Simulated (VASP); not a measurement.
# F2: single point with PBEsol

The system is F2, in a box.

```
CELL_PARAMETERS angstrom
12.00000 0.00000 0.00000
0.00000 12.20000 0.00000
0.00000 0.00000 12.40000
ATOMIC_POSITIONS crystal
F 0.50000 0.50000 0.44363
F 0.50000 0.50000 0.55637
```

| Property | Result |
| --- | --- |
| Program | VASP 6.6.1 |
| Task | single point |
| Functional | PBEsol |
| Potentials or basis | VASP PAW PBE potentials, release 64 (F_h) |
| Cutoff | 1010 eV |
| k mesh | 1 × 1 × 1 |
| Occupations | gaussian, width 0.01 eV |
| Spin | no spin polarisation |

```yaml
Largest_force: 0.036 eV/Å
Gap_between_the_frontier_levels: 3.74 eV
```

Forces in eV/Å, atoms in the order of the input:
```
F    0.000  0.000 -0.036
F    0.000  0.000  0.036
```

Levels at points of the mesh, in eV from the valence-band top:
```csv
k point,band 4,band 5,band 6,band 7,band 8,band 9,band 10,band 11
"(0.00, 0.00, 0.00)",-3.56,-3.56,0.00,0.00,3.74,9.05,9.92,10.06
```

Wall time 7.7 min on 1 thread of AMD EPYC 7R43 64-Core Processor (Zen 3), with other jobs on the host, peak memory 2.9 GiB.

Caveat: the PAW data sets were made with another functional, which shifts forces and pressure a little.
